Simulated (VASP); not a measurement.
NaMgF3, 5 atoms in the cell. The structure is tetragonal, space group P4/mmm (No. 123). Conventional cell: a = 4.171 Å, b = 4.171 Å, c = 3.545 Å, α = 90.00°, β = 90.00°, γ = 90.00°. Within 3.6 Å of Na (site symmetry 4/mmm) lie 12 F at 2.74 to 2.95 Å and 8 Mg at 3.44 Å and 2 Na at 3.55 Å. Within 2.4 Å of Mg (site symmetry 4/mmm) lie 6 F at 1.77 to 2.09 Å. F (site symmetry 4/mmm) has 2 Mg at 1.77 Å within 2.4 Å. F (site symmetry mmm) has 2 Mg at 2.09 Å and 4 Na at 2.74 Å and 4 F at 2.74 Å within 2.8 Å.  This cell differs from its parent crystal: ratio of the length along z to the lengths across it x 0.85, volume and fractional coordinates fixed.

- Program: VASP 6.6.1
- Task: single point
- Functional: PBEsol
- Potentials or basis: VASP PAW PBE potentials, release 64 (Na_pv, Mg, F)
- Cutoff: 520 eV
- k mesh: 6 × 6 × 6
- Occupations: gaussian, width 0.05 eV
- Spin: no spin polarisation
- Dipole correction: no
- Further INCAR settings: ALGO = Normal; EDIFF = 1e-07; NBANDS = 23

Potentials or basis: VASP PAW PBE potentials, release 64 (Na_pv, Mg, F).

Launch:

```bash
$ cat potpaw_PBE.64/Na_pv/POTCAR potpaw_PBE.64/Mg/POTCAR potpaw_PBE.64/F/POTCAR > POTCAR
$ mpirun -np 1 vasp_std > vasp.out
```

Hardware: 1 thread of Intel(R) Xeon(R) Platinum 8559C (Emerald Rapids), on a shared host.

How long does it take, and how much memory?

Wall time 30 s on 1 thread of Intel(R) Xeon(R) Platinum 8559C (Emerald Rapids), with other jobs on the host, peak memory 0.2 GiB. Counts: scf iterations 15, k points 40.
